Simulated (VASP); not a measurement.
# NaLa3 (Pm-3m) in VASP: settings compared, part 2 of 2

VASP 6.6.1.

### 4 Single point, PBE

Input file INCAR:

```
PREC     = Accurate       # precision mode
ENCUT    = 500            # plane-wave cutoff, eV
EDIFF    = 1E-6           # SCF threshold, eV
ISMEAR   = 1              # smearing method
SIGMA    = 0.1            # smearing width, eV
LREAL    = False          # projectors in reciprocal space
LASPH    = True           # aspherical terms in the spheres
NELM     = 200            # most SCF steps
ALGO     = Normal         # electronic algorithm
ISIF     = 2              # what is computed and relaxed
LWAVE    = False          # write WAVECAR
LCHARG   = True           # write CHGCAR
GGA      = PE             # functional
LELF     = True           # ELF
LVHAR    = True         
NBANDS   = 28             # bands
GGA_COMPAT= False        
LMAXMIX  = 6              # l up to which the mixer works
```

Input file KPOINTS:

```
regular mesh
0
Gamma
  5 5 5
```

Input file POSCAR:

```
NaLa3
1.0
    5.2563000000      0.0000000000      0.0000000000
    0.0000000000      5.2563000000      0.0000000000
    0.0000000000      0.0000000000      5.2563000000
Na La
1 3
Direct
    0.0000000000      0.0000000000      0.0000000000
    0.5000000000      0.0000000000      0.5000000000
    0.0000000000      0.5000000000      0.5000000000
    0.5000000000      0.5000000000      0.0000000000
```

Potentials or basis: VASP PAW PBE potentials, release 64 (Na_pv, La).

Launch:

```
cat potpaw_PBE.64/Na_pv/POTCAR potpaw_PBE.64/La/POTCAR > POTCAR
mpirun -np 1 vasp_std > vasp.out
```

OUTCAR:

```text
PREC = Accurate
   ENCUT = 500
   EDIFF = 1E-6
   ISMEAR = 1
   LREAL = False
   LASPH = True
   NELM = 200
   ISIF = 2
   GGA = PE

 ion  position               nearest neighbor table
   1  0.000  0.000  0.000-
   2  0.500  0.000  0.500-
   3  0.000  0.500  0.500-
   4  0.500  0.500  0.000-

  LATTYP: Found a simple cubic cell.
 ALAT       =     5.2563000000

  Lattice vectors:

 A1 = (   5.2563000000,   0.0000000000,   0.0000000000)
 A2 = (   0.0000000000,   5.2563000000,   0.0000000000)
 A3 = (   0.0000000000,   0.0000000000,   5.2563000000)

Analysis of symmetry for initial positions (statically):
=====================================================================
 Subroutine PRICEL returns:
 Original cell was already a primitive cell.

 Routine SETGRP: Setting up the symmetry group for a
 simple cubic supercell.

 Subroutine GETGRP returns: Found 48 space group operations
 (whereof 48 operations were pure point group operations)
 out of a pool of 48 trial point group operations.

The static configuration has the point symmetry O_h .

Analysis of symmetry for dynamics (positions and initial velocities):
=====================================================================
 Subroutine PRICEL returns:
 Original cell was already a primitive cell.

 Routine SETGRP: Setting up the symmetry group for a
 simple cubic supercell.

 Subroutine GETGRP returns: Found 48 space group operations
 (whereof 48 operations were pure point group operations)
 out of a pool of 48 trial point group operations.

The dynamic configuration has the point symmetry O_h .

 Subroutine INISYM returns: Found 48 space group operations
 (whereof 48 operations are pure point group operations),
 and found     1 'primitive' translations

----------------------------------------------------------------------------------------

                                     Primitive cell

  volume of cell :     145.2247

  direct lattice vectors                    reciprocal lattice vectors
     5.256300000  0.000000000  0.000000000     0.190247893  0.000000000  0.000000000
     0.000000000  5.256300000  0.000000000     0.000000000  0.190247893  0.000000000
     0.000000000  0.000000000  5.256300000     0.000000000  0.000000000  0.190247893

  length of vectors
     5.256300000  5.256300000  5.256300000     0.190247893  0.190247893  0.190247893

  position of ions in fractional coordinates (direct lattice)
     0.000000000  0.000000000  0.000000000
     0.500000000  0.000000000  0.500000000
     0.000000000  0.500000000  0.500000000
     0.500000000  0.500000000  0.000000000

  ion indices of the primitive-cell ions
   primitive index   ion index
                 1           1
                 2           2
                 3           3
                 4           4

----------------------------------------------------------------------------------------

 KPOINTS: regular mesh

Automatic generation of k-mesh.
 Grid dimensions read from file:
 generate k-points for:    5    5    5

 Generating k-lattice:

  Cartesian coordinates                     Fractional coordinates (reciprocal lattice)
     0.038049579  0.000000000  0.000000000     0.200000000  0.000000000  0.000000000
     0.000000000  0.038049579  0.000000000     0.000000000  0.200000000  0.000000000
     0.000000000  0.000000000  0.038049579     0.000000000  0.000000000  0.200000000

  Length of vectors
     0.038049579  0.038049579  0.038049579

  Shift w.r.t. Gamma in fractional coordinates (k-lattice)
     0.000000000  0.000000000  0.000000000

 Subroutine IBZKPT returns following result:
 ===========================================

 Found     10 irreducible k-points:

 Following reciprocal coordinates:
            Coordinates               Weight
  0.000000  0.000000  0.000000      1.000000
  0.200000  0.000000  0.000000      6.000000
  0.400000  0.000000  0.000000      6.000000
  0.200000  0.200000  0.000000     12.000000
  0.400000  0.200000  0.000000     24.000000
  0.400000  0.400000  0.000000     12.000000
  0.200000  0.200000  0.200000      8.000000
  0.400000  0.200000  0.200000     24.000000
  0.400000  0.400000  0.200000     24.000000
  0.400000  0.400000  0.400000      8.000000
   k-points           NKPTS =     10   k-points in BZ     NKDIM =     10   number of bands    NBANDS=     28
   number of dos      NEDOS =    301   number of ions     NIONS =      4
   total plane-waves  NPLWV =  64000
   dimension x,y,z NGX =    40 NGY =   40 NGZ =   40
   dimension x,y,z NGXF=    80 NGYF=   80 NGZF=   80
   ions per type =               1   3
   NGX,Y,Z   is equivalent  to a cutoff of  12.65, 12.65, 12.65 a.u.
   NGXF,Y,Z  is equivalent  to a cutoff of  25.30, 25.30, 25.30 a.u.
 SYSTEM =  unknown system
   PREC   = accura    normal or accurate (medium, high low for compatibility)
   ISTART =      0    job   : 0-new  1-cont  2-samecut
   ICHARG =      2    charge: 1-file 2-atom 10-const
   ISPIN  =      1    spin polarized calculation?
   LNONCOLLINEAR =      F non collinear calculations
   LSORBIT =      F    spin-orbit coupling
   LASPH  =      T    aspherical Exc in radial PAW
   ENCUT  =  500.0 eV  36.75 Ry    6.06 a.u.   9.58  9.58  9.58*2*pi/ulx,y,z
   NELM   =    200;   NELMIN=  2; NELMDL= -5     # of ELM steps
   EDIFF  = 0.1E-05   stopping-criterion for ELM
   LREAL  =      F    real-space projection
   EDIFFG = 0.1E-04   stopping-criterion for IOM
   NSW    =      0    number of steps for IOM
   IBRION =     -1    ionic relax: 0-MD 1-quasi-New 2-CG
   NFREE  =      0    steps in history (QN), initial steepest desc. (CG)
   ISIF   =      2    stress and relaxation
   ISYM   =      2    0-nonsym 1-usesym 2-fastsym
   POTIM  = 0.5000    time-step for ionic-motion
   TEBEG  =    0.0;   TEEND  =   0.0 temperature during run
   PSTRESS=    0.0 pullay stress
   NELECT =      40.0000    total number of electrons
   NUPDOWN=      -1.0000    fix difference up-down
   EMIN   =  10.00;   EMAX   =-10.00  energy-range for DOS
   EFERMI =   0.00;   METHOD = LEGACY
   ISMEAR =     1;   SIGMA  =   0.10  broadening in eV -4-tet -1-fermi 0-gaus
   EFERMI_NEDOS =   21; number of points for ismear=-14 and -15
   IALGO  =     38    algorithm
   IMIX   =      4    mixing-type and parameters
     AMIX     =   0.40;   BMIX     =  1.00
     AMIX_MAG =   1.60;   BMIX_MAG =  1.00
  volume/ion in A,a.u.               =      36.31       245.01
  Fermi-wavevector in a.u.,A,eV,Ry     =   1.065160  2.012860 15.436693  1.134565
  Thomas-Fermi vector in A             =   2.200702
   LORBIT       =      0    0 simple, 1 ext, 2 COOP (PROOUT), +10 PAW based schemes
   GGA     = PE    functional components
   LHFCALC =     F    Hartree Fock is set to
   AEXX    =    0.0000 exact exchange contribution
   IVDW    =     0    specifies the selected vdW correction
   LEPSILON=     F    determine dielectric tensor
   LRPA    =     F    only Hartree local field effects (RPA)
 non-spin polarized calculation
 Methfessel and Paxton  Order N= 1 SIGMA  =   0.10
  energy-cutoff  :      500.00
  volume of cell :      145.22
 maximum number of plane-waves:      3743
 NGX is ok and might be reduce to    40
   NGX = 19   NGY = 19   NGZ = 19

 number of electron      40.0000008 magnetization

 Free energy of the ion-electron system (eV)
  ---------------------------------------------------
  ext. energy  EPLUGINS =         0.00000000
  ---------------------------------------------------
  free energy    TOTEN  =       -15.05672253 eV

  energy without entropy =      -15.05140109  energy(sigma->0) =      -15.05494872

 E-fermi :   6.1016     XC(G=0):  -8.9675

 val. band max:        6.0964639502   @ k =   0.2000   0.2000   0.2000
 cond. band min:       6.1174601050   @ k =   0.4000   0.0000   0.0000
 fundamental gap:      0.0209961548
 Fermi energy:         6.1016009658

 k-point     1 :       0.0000    0.0000    0.0000
  band No.  band energies     occupation
      1     -26.9352      2.00000
      2     -26.7266      2.00000
      3     -26.7266      2.00000
      4     -17.5384      2.00000
      5     -17.5384      2.00000
      6     -17.5384      2.00000
[... 20 lines left out ...]
     27       7.7231     -0.00000
[... 257 lines left out ...]
      6     -17.5387      2.00000
[... 20 lines left out ...]
     27       7.5092     -0.00000
     28       7.6692     -0.00000

------------------------ aborting loop because EDIFF is reached ----------------------------------------

  FORCE on cell =-STRESS in cart. coord.  units (eV):
  Direction    XX          YY          ZZ          XY          YZ          ZX
  --------------------------------------------------------------------------------------
  -------------------------------------------------------------------------------------
  Total        0.2024071      0.2024071      0.2024071      0.0000000      0.0000000     -0.0000000
  in kB        2.2330371      2.2330371      2.2330371      0.0000000      0.0000000     -0.0000000
  external PRESSURE =       2.2330371 kB  Pullay stress =       0.0000000 kB

 VOLUME and BASIS-vectors are now :
 -----------------------------------------------------------------------------
  energy-cutoff  :      500.00
  volume of cell :      145.22
      direct lattice vectors                 reciprocal lattice vectors
     5.256300000  0.000000000  0.000000000     0.190247893  0.000000000  0.000000000
     0.000000000  5.256300000  0.000000000     0.000000000  0.190247893  0.000000000
     0.000000000  0.000000000  5.256300000     0.000000000  0.000000000  0.190247893

 POSITION                                       TOTAL-FORCE (eV/Angst)
 -----------------------------------------------------------------------------------
      0.00000      0.00000      0.00000         0.000000      0.000000      0.000000
      2.62815      0.00000      2.62815         0.000000      0.000000      0.000000
      0.00000      2.62815      2.62815         0.000000      0.000000      0.000000
      2.62815      2.62815      0.00000         0.000000      0.000000      0.000000
 -----------------------------------------------------------------------------------
    total drift:                                0.000000     -0.000000     -0.000000

  FREE ENERGIE OF THE ION-ELECTRON SYSTEM (eV)
  ---------------------------------------------------
  free  energy   TOTEN  =       -15.0567225333 eV

  energy  without entropy=      -15.0514010918  energy(sigma->0) =      -15.05494872
```

Wall time 63 s (1 thread of Intel Xeon Platinum 8259CL at 2.50GHz (Skylake/Cascade Lake), shared host); peak memory 0.25 GiB.

What came out:

```
Free energy            : -15.0567 eV
Pressure               : 0.2 GPa
Band gap on the k mesh : zero (bands 20 and 21 overlap by 1.37 eV)
```

Caveat: spin-orbit coupling is left out, which moves the levels of the heavy elements.

### 5 Single point, PBEsol

Input file INCAR:

```
PREC = Accurate
ENCUT = 500
EDIFF = 1E-6
ISMEAR = 1
SIGMA = 0.1
LREAL = False
LASPH = True
NELM = 200
ALGO = Normal
ISIF = 2
LWAVE = False
LCHARG = False
GGA = PS
NBANDS = 28
GGA_COMPAT = False
LMAXMIX = 6
```

KPOINTS is that of step 4.

POSCAR is that of step 4.

Potentials or basis: VASP PAW PBE potentials, release 64 (Na_pv, La).

Launch:

```
cat potpaw_PBE.64/Na_pv/POTCAR potpaw_PBE.64/La/POTCAR > POTCAR
mpirun -np 1 vasp_std > vasp.out
```

OUTCAR:

```text
PREC = Accurate
   ENCUT = 500
   EDIFF = 1E-6
   ISMEAR = 1
   LREAL = False
   LASPH = True
   NELM = 200
   ISIF = 2
   GGA = PS

 ion  position               nearest neighbor table
   1  0.000  0.000  0.000-
   2  0.500  0.000  0.500-
   3  0.000  0.500  0.500-
   4  0.500  0.500  0.000-

  LATTYP: Found a simple cubic cell.
 ALAT       =     5.2563000000

[... 488 lines left out ...]

  FORCE on cell =-STRESS in cart. coord.  units (eV):
  Direction    XX          YY          ZZ          XY          YZ          ZX
  --------------------------------------------------------------------------------------
  -------------------------------------------------------------------------------------
  Total       -1.2487307     -1.2487307     -1.2487307     -0.0000000     -0.0000000      0.0000000
  in kB      -13.7765009    -13.7765009    -13.7765009     -0.0000000     -0.0000000      0.0000000
  external PRESSURE =     -13.7765009 kB  Pullay stress =       0.0000000 kB

 VOLUME and BASIS-vectors are now :
 -----------------------------------------------------------------------------
  energy-cutoff  :      500.00
  volume of cell :      145.22
      direct lattice vectors                 reciprocal lattice vectors
     5.256300000  0.000000000  0.000000000     0.190247893  0.000000000  0.000000000
     0.000000000  5.256300000  0.000000000     0.000000000  0.190247893  0.000000000
     0.000000000  0.000000000  5.256300000     0.000000000  0.000000000  0.190247893

 POSITION                                       TOTAL-FORCE (eV/Angst)
 -----------------------------------------------------------------------------------
      0.00000      0.00000      0.00000         0.000000      0.000000      0.000000
      2.62815      0.00000      2.62815         0.000000      0.000000      0.000000
      0.00000      2.62815      2.62815         0.000000      0.000000      0.000000
      2.62815      2.62815      0.00000         0.000000      0.000000      0.000000
 -----------------------------------------------------------------------------------
    total drift:                                0.000000     -0.000000     -0.000000

  FREE ENERGIE OF THE ION-ELECTRON SYSTEM (eV)
  ---------------------------------------------------
  free  energy   TOTEN  =       -16.3745893670 eV

  energy  without entropy=      -16.3687764827  energy(sigma->0) =      -16.37265174
```

stdout:

```text
POSCAR found type information on POSCAR NaLa
 POSCAR found :  2 types and       4 ions
 scaLAPACK will be used
 -----------------------------------------------------------------------------
|                                                                             |
|                                                                             |
|     You enforced a specific xc type in the INCAR file but a different       |
|     I HOPE YOU KNOW WHAT YOU ARE DOING!                                     |
|                                                                             |
 -----------------------------------------------------------------------------

 LDA part: xc-table for (Slater+PW92), standard interpolation
 POSCAR, INCAR and KPOINTS ok, starting setup
 FFT: planning ... GRIDC
 FFT: planning ... GRID_SOFT
 FFT: planning ... GRID
 WAVECAR not read
 entering main loop
```

Run time: 82 s. Hardware: 1 thread of Intel Xeon Platinum 8259CL at 2.50GHz (Skylake/Cascade Lake), shared host; peak memory 0.25 GiB.

Results:

| Property | Result |
| --- | --- |
| Free energy | -16.3746 eV |
| Pressure | -1.4 GPa |
| Band gap on the k mesh | zero (bands 20 and 21 overlap by 1.38 eV) |

Caveat: the PAW data sets were made with another functional, which shifts forces and pressure a little; spin-orbit coupling is left out, which moves the levels of the heavy elements.

### 6 Single point, r2SCAN

POSCAR is that of step 5.

Input file INCAR.step1:

```
SYSTEM = NaLa3
  ALGO = Normal
  EDIFF = 1E-5
  ENCUT = 550
  GGA = PE
  GGA_COMPAT = .FALSE.
  ISMEAR = 1
  LASPH = .TRUE.
  LCHARG = .FALSE.
  LMAXMIX = 6
  LREAL = .FALSE.
  LWAVE = .TRUE.
  NBANDS = 28
  NELM = 200
  PREC = Accurate
  SIGMA = 0.1
```

Input file INCAR.step2:

```
SYSTEM = NaLa3
  ALGO = Normal
  EDIFF = 1E-6
  ENCUT = 550
  GGA_COMPAT = .FALSE.
  ISIF = 2
  ISMEAR = 1
  ISTART = 1
  LASPH = .TRUE.
  LCHARG = .FALSE.
  LMAXMIX = 6
  LMIXTAU = .TRUE.
  LREAL = .FALSE.
  LWAVE = .FALSE.
  METAGGA = R2SCAN
  NBANDS = 28
  NELM = 200
  PREC = Accurate
  SIGMA = 0.1
```

Input file KPOINTS:

```
k-points
0
G
  5 5 5
  0 0 0
```

Potentials or basis: VASP PAW PBE potentials, release 64 (Na_pv, La).

Launch:

```
cat potpaw_PBE.64/Na_pv/POTCAR potpaw_PBE.64/La/POTCAR > POTCAR
cp INCAR.step1 INCAR
mpirun -np 1 vasp_std > vasp.out
cp INCAR.step2 INCAR
mpirun -np 1 vasp_std > vasp.out
```

Run time: 4.6 min. Hardware: 1 thread of Intel Xeon Platinum 8259CL at 2.50GHz (Skylake/Cascade Lake), shared host; peak memory 0.28 GiB.

Results (log left out):

- Free energy: -91.8062 eV
- Pressure: 0.4 GPa
- Band gap on the k mesh: zero (bands 20 and 21 overlap by 1.42 eV)

Levels at points of the mesh, in eV from the Fermi level:
```tsv
k point	band 17	band 18	band 19	band 20	band 21	band 22	band 23	band 24
(0.00, 0.00, 0.00)	-2.31	-0.87	-0.87	-0.75	-0.75	-0.75	1.58	1.72
```

Caveat: the PAW data sets were made with another functional, which shifts forces and pressure a little; spin-orbit coupling is left out, which moves the levels of the heavy elements.

### 7 Overview

| level | cutoff (eV) | gap on the mesh (eV) | pressure (GPa) |
| --- | --- | --- | --- |
| RPBE | 500 | none | 1.4 |
| revPBE | 500 | none | 1.1 |
| PBE | 500 | none | 0.2 |
| PBEsol | 500 | none | -1.4 |
| r2SCAN | 550 | none | 0.4 |

Alike in all rows: task single point; potentials or basis VASP PAW PBE potentials, release 64 (Na_pv, La); no spin polarisation; cell as given; k mesh 5 × 5 × 5; smearing methfessel-paxton 0.1 eV.

The pressure there spans -1.4 GPa (PBEsol) to 1.4 GPa (RPBE); a positive pressure means that this level wants a larger cell, a negative one a smaller.

Caveats: spin-orbit coupling is left out, which moves the levels of the heavy elements; the PAW data sets were made with another functional, which shifts forces and pressure a little (at least some runs).

Absolute energies hang on the potentials; compare differences alone.

The gap in the log of VASP goes by the Fermi energy; the results here count the filled bands.